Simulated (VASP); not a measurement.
# TlS3H3 (Tl(SH)3) in VASP: further runs

TlS3H3 (Tl(SH)3) is run at these levels: PBE; tasks: single point.

All numbers are computed with VASP 6.6.1; they aren't measurements. Logs are shortened: lines on timing, memory, paths and dates and some standing lists are left out, and cuts for length are marked.

**1. The cell of the first run**

The cell holds a molecule in a box, 7 atoms: a = 13.820 Å, b = 14.140 Å, c = 9.000 Å, α = 90.00°, β = 90.00°, γ = 90.00°.

**2. Single point, PBE**

Input file INCAR:

```
SYSTEM = TlH3S3
PREC = Accurate ; ENCUT = 520
EDIFF = 1E-7 ; ISMEAR = 0
SIGMA = 0.01 ; LREAL = .FALSE.
LASPH = .TRUE. ; NELM = 80
ALGO = Normal ; ISIF = 2
LWAVE = .FALSE. ; LCHARG = .FALSE.
GGA = PE ; NBANDS = 26
```

Input file KPOINTS:

```
regular mesh
0
G
  1 1 1
  0 0 0
```

Input file POSCAR:

```
TlH3S3
1.0
   13.8200000000      0.0000000000      0.0000000000
    0.0000000000     14.1400000000      0.0000000000
    0.0000000000      0.0000000000      9.0000000000
Tl S H
1 3 3
Direct
    0.4749942100      0.5151011300      0.5000766700
    0.6502858200      0.4783635100      0.5000000000
    0.4199015900      0.6818415800      0.5000000000
    0.3547966700      0.3850990100      0.5000000000
    0.6744732300      0.5711237600      0.5003633300
    0.3256150500      0.6559342300      0.5003633300
    0.4248950800      0.3182461100      0.5003633300
```

Potentials or basis: VASP PAW PBE potentials, release 64 (Tl_d, S, H).

Started as:

```bash
$ cat potpaw_PBE.64/Tl_d/POTCAR potpaw_PBE.64/S/POTCAR potpaw_PBE.64/H/POTCAR > POTCAR
$ mpirun -np 1 vasp_gam > vasp.out
```

OUTCAR:

```text
SYSTEM = TlH3S3
   PREC = Accurate
   ENCUT = 520
   EDIFF = 1E-7
   ISMEAR = 0
   LREAL = .FALSE.
   LASPH = .TRUE.
   NELM = 80
   ISIF = 2
   GGA = PE

 ion  position               nearest neighbor table
   1  0.475  0.515  0.500-   4 2.48   3 2.48   2 2.48
   2  0.650  0.478  0.500-   5 1.35   1 2.48
   3  0.420  0.682  0.500-   6 1.35   1 2.48
   4  0.355  0.385  0.500-   7 1.35   1 2.48
   5  0.674  0.571  0.500-   2 1.35
   6  0.326  0.656  0.500-   3 1.35
   7  0.425  0.318  0.500-   4 1.35

  LATTYP: Found a simple orthorhombic cell.
 ALAT       =     9.0000000000
 B/A-ratio  =     1.5355555556
 C/A-ratio  =     1.5711111111

  Lattice vectors:

 A1 = (   0.0000000000,   0.0000000000,   9.0000000000)
 A2 = (  13.8200000000,   0.0000000000,   0.0000000000)
 A3 = (   0.0000000000,  14.1400000000,   0.0000000000)

Analysis of symmetry for initial positions (statically):
=====================================================================
 Subroutine PRICEL returns:
 Original cell was already a primitive cell.

 Routine SETGRP: Setting up the symmetry group for a
 simple orthorhombic supercell.

 Subroutine GETGRP returns: Found  1 space group operations
 (whereof  1 operations were pure point group operations)
 out of a pool of  8 trial point group operations.

The static configuration has the point symmetry C_1 .

Analysis of symmetry for dynamics (positions and initial velocities):
=====================================================================
 Subroutine PRICEL returns:
 Original cell was already a primitive cell.

 Routine SETGRP: Setting up the symmetry group for a
 simple orthorhombic supercell.

 Subroutine GETGRP returns: Found  1 space group operations
 (whereof  1 operations were pure point group operations)
 out of a pool of  8 trial point group operations.

The dynamic configuration has the point symmetry C_1 .

 Subroutine INISYM returns: Found  1 space group operations
 (whereof  1 operations are pure point group operations),
 and found     1 'primitive' translations

----------------------------------------------------------------------------------------

                                     Primitive cell

  volume of cell :    1758.7332

  direct lattice vectors                    reciprocal lattice vectors
    13.820000000  0.000000000  0.000000000     0.072358900  0.000000000  0.000000000
     0.000000000 14.140000000  0.000000000     0.000000000  0.070721358  0.000000000
     0.000000000  0.000000000  9.000000000     0.000000000  0.000000000  0.111111111

  length of vectors
    13.820000000 14.140000000  9.000000000     0.072358900  0.070721358  0.111111111

  position of ions in fractional coordinates (direct lattice)
     0.474994210  0.515101130  0.500076670
     0.650285820  0.478363510  0.500000000
     0.419901590  0.681841580  0.500000000
     0.354796670  0.385099010  0.500000000
     0.674473230  0.571123760  0.500363330
     0.325615050  0.655934230  0.500363330
     0.424895080  0.318246110  0.500363330

  ion indices of the primitive-cell ions
   primitive index   ion index
                 1           1
                 2           2
                 3           3
                 4           4
                 5           5
                 6           6
                 7           7

----------------------------------------------------------------------------------------

 KPOINTS: regular mesh

Automatic generation of k-mesh.
 Grid dimensions read from file:
 generate k-points for:    1    1    1

 Generating k-lattice:

  Cartesian coordinates                     Fractional coordinates (reciprocal lattice)
     0.072358900  0.000000000  0.000000000     1.000000000  0.000000000  0.000000000
     0.000000000  0.070721358  0.000000000     0.000000000  1.000000000  0.000000000
     0.000000000  0.000000000  0.111111111     0.000000000  0.000000000  1.000000000

  Length of vectors
     0.072358900  0.070721358  0.111111111

  Shift w.r.t. Gamma in fractional coordinates (k-lattice)
     0.000000000  0.000000000  0.000000000

 Subroutine IBZKPT returns following result:
 ===========================================

 Found      1 irreducible k-points:

 Following reciprocal coordinates:
            Coordinates               Weight
  0.000000  0.000000  0.000000      1.000000
   k-points           NKPTS =      1   k-points in BZ     NKDIM =      1   number of bands    NBANDS=     26
   number of dos      NEDOS =    301   number of ions     NIONS =      7
   total plane-waves  NPLWV = 816480
   dimension x,y,z NGX =   108 NGY =  108 NGZ =   70
   dimension x,y,z NGXF=   216 NGYF=  216 NGZF=  140
   ions per type =               1   3   3
   NGX,Y,Z   is equivalent  to a cutoff of  12.99, 12.70, 12.93 a.u.
   NGXF,Y,Z  is equivalent  to a cutoff of  25.98, 25.40, 25.86 a.u.
 SYSTEM =  TlH3S3
   PREC   = accura    normal or accurate (medium, high low for compatibility)
   ISTART =      0    job   : 0-new  1-cont  2-samecut
   ICHARG =      2    charge: 1-file 2-atom 10-const
   ISPIN  =      1    spin polarized calculation?
   LNONCOLLINEAR =      F non collinear calculations
   LSORBIT =      F    spin-orbit coupling
   LASPH  =      T    aspherical Exc in radial PAW
   ENCUT  =  520.0 eV  38.22 Ry    6.18 a.u.  25.70 26.29 16.73*2*pi/ulx,y,z
   NELM   =     80;   NELMIN=  2; NELMDL= -5     # of ELM steps
   EDIFF  = 0.1E-06   stopping-criterion for ELM
   LREAL  =      F    real-space projection
   EDIFFG = 0.1E-05   stopping-criterion for IOM
   NSW    =      0    number of steps for IOM
   IBRION =     -1    ionic relax: 0-MD 1-quasi-New 2-CG
   NFREE  =      0    steps in history (QN), initial steepest desc. (CG)
   ISIF   =      2    stress and relaxation
   ISYM   =      2    0-nonsym 1-usesym 2-fastsym
   POTIM  = 0.5000    time-step for ionic-motion
   TEBEG  =    0.0;   TEEND  =   0.0 temperature during run
   PSTRESS=    0.0 pullay stress
   NELECT =      34.0000    total number of electrons
   NUPDOWN=      -1.0000    fix difference up-down
   EMIN   =  10.00;   EMAX   =-10.00  energy-range for DOS
   EFERMI =   0.00;   METHOD = LEGACY
   ISMEAR =     0;   SIGMA  =   0.01  broadening in eV -4-tet -1-fermi 0-gaus
   EFERMI_NEDOS =   21; number of points for ismear=-14 and -15
   IALGO  =     38    algorithm
   IMIX   =      4    mixing-type and parameters
     AMIX     =   0.40;   BMIX     =  1.00
     AMIX_MAG =   1.60;   BMIX_MAG =  1.00
  volume/ion in A,a.u.               =     251.25      1695.50
  Fermi-wavevector in a.u.,A,eV,Ry     =   0.439374  0.830297  2.626600  0.193050
  Thomas-Fermi vector in A             =   1.413420
   LORBIT       =      0    0 simple, 1 ext, 2 COOP (PROOUT), +10 PAW based schemes
   GGA     = PE    functional components
   LHFCALC =     F    Hartree Fock is set to
   AEXX    =    0.0000 exact exchange contribution
   IVDW    =     0    specifies the selected vdW correction
   LEPSILON=     F    determine dielectric tensor
   LRPA    =     F    only Hartree local field effects (RPA)
 non-spin polarized calculation
 Gauss-broadening in eV      SIGMA  =   0.01
  energy-cutoff  :      520.00
  volume of cell :     1758.73
 maximum number of plane-waves:     23712
 NGX is ok and might be reduce to   108
   NGX = 51   NGY = 53   NGZ = 33

 number of electron      33.9999999 magnetization

 Free energy of the ion-electron system (eV)
  ---------------------------------------------------
  ext. energy  EPLUGINS =         0.00000000
  ---------------------------------------------------
  free energy    TOTEN  =       -25.00212389 eV

  energy without entropy =      -25.00212389  energy(sigma->0) =      -25.00212389

 E-fermi :  -5.7368     XC(G=0):  -1.1970

 val. band max:       -5.8257014661   @ k =   0.0000   0.0000   0.0000
 cond. band min:      -3.1111487319   @ k =   0.0000   0.0000   0.0000
 fundamental gap:      2.7145527342
 Fermi energy:        -5.7368465843

 k-point     1 :       0.0000    0.0000    0.0000
  band No.  band energies     occupation
      1     -17.9876      2.00000
      2     -17.8021      2.00000
      3     -17.7989      2.00000
      4     -16.0343      2.00000
      5     -16.0342      2.00000
      6     -15.8682      2.00000
[... 18 lines left out ...]
     25       0.6844      0.00000
     26       0.7182      0.00000

------------------------ aborting loop because EDIFF is reached ----------------------------------------

  FORCE on cell =-STRESS in cart. coord.  units (eV):
  Direction    XX          YY          ZZ          XY          YZ          ZX
  --------------------------------------------------------------------------------------
  -------------------------------------------------------------------------------------
  Total       -0.6122227     -0.6142757     -0.0195075     -0.0053912      0.0000087      0.0000086
  in kB       -0.5577249     -0.5595951     -0.0177710     -0.0049113      0.0000079      0.0000078
  external PRESSURE =      -0.3783637 kB  Pullay stress =       0.0000000 kB

 VOLUME and BASIS-vectors are now :
 -----------------------------------------------------------------------------
  energy-cutoff  :      520.00
  volume of cell :     1758.73
      direct lattice vectors                 reciprocal lattice vectors
    13.820000000  0.000000000  0.000000000     0.072358900  0.000000000  0.000000000
     0.000000000 14.140000000  0.000000000     0.000000000  0.070721358  0.000000000
     0.000000000  0.000000000  9.000000000     0.000000000  0.000000000  0.111111111

 POSITION                                       TOTAL-FORCE (eV/Angst)
 -----------------------------------------------------------------------------------
      6.56442      7.28353      4.50069        -0.002095     -0.006664     -0.000902
      8.98695      6.76406      4.50000        -0.097613      0.086271      0.000704
      5.80304      9.64124      4.50000        -0.025114     -0.125200      0.000705
      4.90329      5.44530      4.50000         0.123906      0.045739      0.000705
      9.32122      8.07569      4.50327        -0.011843     -0.059514     -0.000399
      4.50000      9.27491      4.50327         0.057921      0.019574     -0.000403
      5.87205      4.50000      4.50327        -0.045162      0.039794     -0.000410
 -----------------------------------------------------------------------------------
    total drift:                               -0.000260     -0.000470      0.000014

  FREE ENERGIE OF THE ION-ELECTRON SYSTEM (eV)
  ---------------------------------------------------
  free  energy   TOTEN  =       -25.0021238884 eV

  energy  without entropy=      -25.0021238884  energy(sigma->0) =      -25.00212389
```

Run time: 4.3 min. Hardware: 1 thread of Intel Xeon Platinum 8259CL at 2.50GHz (Skylake/Cascade Lake), shared host; peak memory 1.4 GiB.

What came out:

- Free energy: -25.0021 eV
- Largest force: 0.132 eV/Å
- Gap between the frontier levels: 2.71 eV

Forces in eV/Å, atoms in the order of the input:
```
Tl  -0.002 -0.007 -0.001
S   -0.098  0.086  0.001
S   -0.025 -0.125  0.001
S    0.124  0.046  0.001
H   -0.012 -0.060  0.000
H    0.058  0.020  0.000
H   -0.045  0.040  0.000
```

Levels at points of the mesh, in eV from the valence-band top:
| k point | band 13 | band 14 | band 15 | band 16 | band 17 | band 18 | band 19 | band 20 | band 21 | band 22 |
| --- | --- | --- | --- | --- | --- | --- | --- | --- | --- | --- |
| (0.00, 0.00, 0.00) | -1.05 | -1.05 | -0.53 | 0.00 | 0.00 | 2.71 | 4.48 | 4.99 | 5.61 | 5.61 |

Caveat: spin-orbit coupling is left out, which moves the levels of the heavy elements.

**3. Single point, PBE**

Input file INCAR:

```
SYSTEM = TlH3S3
PREC = Accurate ; ENCUT = 910
EDIFF = 1E-6 ; ISMEAR = 0
SIGMA = 0.01 ; LREAL = .FALSE.
LASPH = .TRUE. ; NELM = 120
ALGO = Normal ; ISIF = 2
LWAVE = .FALSE. ; LCHARG = .FALSE.
GGA = PE ; NBANDS = 26
GGA_COMPAT = .FALSE. ; NELMDL = -8
```

KPOINTS is that of step 2.

POSCAR is that of step 2.

Potentials or basis: VASP PAW PBE potentials, release 64 (Tl_d, S, H_h).

Started as:

```bash
$ cat potpaw_PBE.64/Tl_d/POTCAR potpaw_PBE.64/S/POTCAR potpaw_PBE.64/H_h/POTCAR > POTCAR
$ mpirun -np 1 vasp_gam > vasp.out
```

It took 5.1 min on 1 thread of Intel Xeon Platinum 8488C (Sapphire Rapids), shared host; peak memory 2.5 GiB.

The run converged. Its results:

- Free energy: -25.0015 eV
- Largest force: 0.136 eV/Å
- Gap between the frontier levels: 2.71 eV

Forces on the atoms (eV/Å):
```
Tl  -0.002 -0.007 -0.001
S   -0.097  0.094  0.001
S   -0.032 -0.128  0.001
S    0.130  0.041  0.001
H   -0.014 -0.067  0.000
H    0.065  0.022  0.000
H   -0.051  0.045  0.000
```

Levels at points of the mesh, in eV from the valence-band top:
```csv
k point,band 15,band 16,band 17,band 18,band 19,band 20
"(0.00, 0.00, 0.00)",-0.53,0.00,0.00,2.71,4.48,4.99
```

Caveat: spin-orbit coupling is left out, which moves the levels of the heavy elements.

**4. Single point, PBE, non-collinear spin, zero start, spin-orbit coupling**

Input file INCAR:

```
PREC = Accurate
ENCUT = 520
EDIFF = 1E-6
ISMEAR = 0
SIGMA = 0.01
LREAL = F
LASPH = T
NELM = 150
ALGO = Normal
ISIF = 2
LWAVE = F
LCHARG = F
MAGMOM = 0 0 0 0 0 0 0 0 0 0 0 0 0 0 0 0 0 0 0 0 0
LORBIT = 11
LSORBIT = T
GGA_COMPAT = F
LORBMOM = T
GGA = PE
NBANDS = 51
```

Input file KPOINTS:

```
Automatic mesh
0
Gamma
  1 1 1
```

POSCAR is that of step 3.

Potentials or basis: VASP PAW PBE potentials, release 64 (Tl_d, S, H).

Started as:

```bash
$ cat potpaw_PBE.64/Tl_d/POTCAR potpaw_PBE.64/S/POTCAR potpaw_PBE.64/H/POTCAR > POTCAR
$ mpirun -np 1 vasp_ncl > vasp.out
```

OUTCAR:

```text
PREC = Accurate
   ENCUT = 520
   EDIFF = 1E-6
   ISMEAR = 0
   LREAL = F
   LASPH = T
   NELM = 150
   ISIF = 2
   LORBIT = 11
   LSORBIT = T
   GGA = PE

 ion  position               nearest neighbor table
   1  0.475  0.515  0.500-   4 2.48   3 2.48   2 2.48
   2  0.650  0.478  0.500-   5 1.35   1 2.48
   3  0.420  0.682  0.500-   6 1.35   1 2.48
   4  0.355  0.385  0.500-   7 1.35   1 2.48
   5  0.674  0.571  0.500-   2 1.35
   6  0.326  0.656  0.500-   3 1.35
   7  0.425  0.318  0.500-   4 1.35

  LATTYP: Found a simple orthorhombic cell.
 ALAT       =     9.0000000000
 B/A-ratio  =     1.5355555556
 C/A-ratio  =     1.5711111111

  Lattice vectors:

 A1 = (   0.0000000000,   0.0000000000,   9.0000000000)
 A2 = (  13.8200000000,   0.0000000000,   0.0000000000)
[... 465 lines left out ...]
    2        1.349   2.360   0.000   3.709
    3        1.349   2.360   0.000   3.709
    4        1.349   2.359   0.000   3.709
    5        0.555   0.037   0.000   0.592
    6        0.555   0.037   0.000   0.592
    7        0.555   0.037   0.000   0.592
--------------------------------------------------
tot          6.692   7.766   9.695  24.152

 magnetization (x)

# of ion       s       p       d       tot
------------------------------------------
    1       -0.000  -0.000   0.000  -0.000
    2        0.000   0.000   0.000   0.000
    3       -0.000  -0.000   0.000  -0.000
    4        0.000   0.000   0.000   0.000
    5       -0.000   0.000   0.000  -0.000
    6        0.000   0.000   0.000   0.000
    7       -0.000   0.000   0.000  -0.000
--------------------------------------------------
tot         -0.000   0.000   0.000   0.000

 magnetization (y)

# of ion       s       p       d       tot
------------------------------------------
    1       -0.000  -0.000   0.000  -0.000
    2        0.000  -0.000   0.000  -0.000
    3       -0.000  -0.000   0.000  -0.000
    4       -0.000  -0.000   0.000  -0.000
    5       -0.000   0.000   0.000  -0.000
    6        0.000   0.000   0.000   0.000
    7        0.000  -0.000   0.000   0.000
--------------------------------------------------
tot          0.000  -0.000   0.000  -0.000

 magnetization (z)

# of ion       s       p       d       tot
------------------------------------------
    1        0.000   0.000   0.000   0.000
    2       -0.000   0.000   0.000   0.000
    3        0.000   0.000   0.000   0.000
    4        0.000   0.000   0.000   0.000
    5       -0.000  -0.000   0.000  -0.000
    6       -0.000   0.000   0.000  -0.000
    7       -0.000   0.000   0.000  -0.000
--------------------------------------------------
tot         -0.000   0.000   0.000   0.000
```

OSZICAR:

```text
N       E                     dE             d eps       ncg     rms          rms(c)
DAV:   1     0.289027721278E+03    0.28903E+03   -0.82071E+03   118   0.793E+02
DAV:   2     0.445740780878E+02   -0.24445E+03   -0.23466E+03   148   0.155E+02
[... 19 lines left out ...]
DAV:  22    -0.252969350512E+02   -0.48958E-04   -0.22127E-06   113   0.496E-03    0.281E-03
DAV:  23    -0.252969479341E+02   -0.12883E-04   -0.23274E-07   100   0.239E-03    0.190E-03
DAV:  24    -0.252969568603E+02   -0.89262E-05   -0.31935E-07    81   0.180E-03    0.695E-04
DAV:  25    -0.252969591191E+02   -0.22588E-05   -0.57291E-08   100   0.844E-04    0.413E-04
DAV:  26    -0.252969623707E+02   -0.32516E-05   -0.85199E-08    78   0.106E-03    0.303E-04
DAV:  27    -0.252969632299E+02   -0.85921E-06   -0.37502E-08   100   0.736E-04
   1 F= -.25296963E+02 E0= -.25296963E+02  d E =-.166619E-11  mag=    -0.0000    -0.0000    -0.0000
```

stdout:

```text
POSCAR found type information on POSCAR TlS H
 POSCAR found :  3 types and       7 ions
 scaLAPACK will be used
 LDA part: xc-table for (Slater+PW92), standard interpolation
 POSCAR, INCAR and KPOINTS ok, starting setup
 FFT: planning ... GRIDC
 FFT: planning ... GRID_SOFT
 FFT: planning ... GRID
 WAVECAR not read
 entering main loop
```

Wall time 19 min (1 thread of AMD EPYC 7R43 (Zen 3), shared host); peak memory 4.3 GiB.

Results:

```yaml
Free_energy: -25.2970 eV
Largest_force: 0.190 eV/Å
Net_moment: 0.00 μB per cell
Valence_electrons_inside_the_program's_atomic_spheres: Tl 11.25; S 3.71; H 0.59
```

Forces on the atoms (eV/Å):
```
Tl  -0.002 -0.007 -0.001
S   -0.159  0.099  0.001
S   -0.006 -0.185  0.001
S    0.166  0.092  0.001
H   -0.012 -0.060  0.000
H    0.058  0.020  0.000
H   -0.045  0.040  0.000
```

Moments on the atoms (μB; x, y, z):
```
Tl  0.00 0.00 0.00
S   0.00 0.00 0.00
S   0.00 0.00 0.00
S   0.00 0.00 0.00
H   0.00 0.00 0.00
H   0.00 0.00 0.00
H   0.00 0.00 0.00
```

**5. The runs side by side**

| potentials or basis | spin | cutoff (eV) | second run | gap on the mesh (eV) | largest force (eV/Å) |
| --- | --- | --- | --- | --- | --- |
| VASP PAW PBE potentials, release 64 (Tl_d, S, H) | off | 520 | - | 2.71 | 0.13 |
| VASP PAW PBE potentials, release 64 (Tl_d, S, H_h) | off | 910 | hard_potentials | 2.71 | 0.14 |
| VASP PAW PBE potentials, release 64 (Tl_d, S, H) | non-collinear, zero start, SOC | 520 | - | - | 0.19 |

Alike in all rows: task single point; level PBE; cell as given; k mesh 1 × 1 × 1; smearing gaussian 0.01 eV.

Caveats: spin-orbit coupling is left out, which moves the levels of the heavy elements (some runs).

Total energies depend on the potentials used, so only differences within one code and one set of settings carry meaning.
